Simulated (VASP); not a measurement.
Wanted: the native input for a VASP 6.6.1 run.

```yaml
Task: relaxation of cell and atoms
Functional: PBE
Potentials_or_basis: VASP PAW PBE potentials, release 64 (Al, Ga_d, As)
Cutoff: 600 eV
k_mesh: 4 × 4 × 4
Occupations: gaussian, width 0.1 eV
Spin: no spin polarisation
Dipole_correction: no
Further_INCAR_settings: ALGO = Normal; EDIFF = 1e-06; IBRION = 2; EDIFFG = -0.04; NSW = 90; ISIF = 3
```

The structure of AlGa3As4 lies in POSCAR:

```
AlGa3As4
1.0
    5.5041080800      0.0000000000      0.0000000000
    0.0000000000      5.5041080800      0.0000000000
    0.0000000000      0.0000000000      5.5041080800
Al Ga As
1 3 4
Direct
    0.0000000000      0.0000000000      0.0000000000
    0.0000000000      0.5000000000      0.5000000000
    0.5000000000      0.0000000000      0.5000000000
    0.5000000000      0.5000000000      0.0000000000
    0.7500000000      0.7500000000      0.2500000000
    0.7500000000      0.2500000000      0.7500000000
    0.2500000000      0.7500000000      0.7500000000
    0.2500000000      0.2500000000      0.2500000000
```

The input as run:

INCAR

```
SYSTEM = AlGa3As4
PREC = Accurate
ENCUT = 600
EDIFF = 1E-6
ISMEAR = 0
SIGMA = 0.1
LREAL = .False.
LASPH = .True.
NELM = 80
ALGO = Normal
ISIF = 3
LWAVE = .False.
LCHARG = .False.
GGA = PE
IBRION = 2
NSW = 90
EDIFFG = -0.04
```

KPOINTS

```
Automatic mesh
0
Gamma
  4 4 4
  0 0 0
```

Potentials or basis: VASP PAW PBE potentials, release 64 (Al, Ga_d, As).

The run is started by

```sh
$ cat potpaw_PBE.64/Al/POTCAR potpaw_PBE.64/Ga_d/POTCAR potpaw_PBE.64/As/POTCAR > POTCAR
$ mpirun -np 1 vasp_std > vasp.out
```

Results of the run:

```yaml
Relaxed_volume: 23.64 Å³/atom
Relaxed_cell: a = 5.740 Å, b = 5.740 Å, c = 5.740 Å, α = 90.00°, β = 90.00°, γ = 90.00°
Space_group_after_relaxing_to_0.1_Å: P-43m (No. 215)
Energy_gained_by_relaxing: 85.7 meV/atom
Ionic_steps: 5
Pressure_after_relaxing: 0.2 GPa
Band_gap_on_the_k_mesh: 0.54 eV
```

Caveat: semilocal functionals underestimate gaps, and a narrow one can read as zero.

Wall time 3 min on 1 thread of Intel(R) Xeon(R) 6975P-C (Granite Rapids), on a shared host, peak memory 0.37 GiB.
